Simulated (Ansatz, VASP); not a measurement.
Ta5W in VASP and in Ansatz

```
W Ta
1.0
     3.31955    0.00000    0.00000
     0.00000    3.31955    0.00000
     0.00000    0.00000   24.29890
W Ta
1 5
Direct
  0.25000 0.25000 0.33675
  0.75000 0.75000 0.39678
  0.25000 0.25000 0.46440
  0.75000 0.75000 0.53560
  0.25000 0.25000 0.60322
  0.75000 0.75000 0.66325
```

Alike in both runs: task single point; functional PBE; k mesh 12 × 12 × 1; occupations fermi-dirac, width 0.08 eV; no spin polarisation.

```csv
,VASP,Ansatz
version,VASP 6.6.1,Ansatz 0.2.0
potentials or method,"VASP PAW PBE potentials, release 64 (W_sv, Ta_pv)","PAW with Ansatz's default frozen-core files, scalar-relativistic"
plane-wave cutoff (eV),520,420
valence electrons in the cell,69,79
```

|  | VASP | Ansatz | Ansatz less VASP |
| --- | --- | --- | --- |
| rms of the force components (eV/Å) | 0.425 | 0.429 | +0.0041 |

Atom by atom the forces differ by 0.005 eV/Å (rms over components). VASP's potentials hold 69 valence electrons a cell and Ansatz's 79, so a difference there can come from the potentials and not from the codes.

Spin-orbit coupling is off throughout.
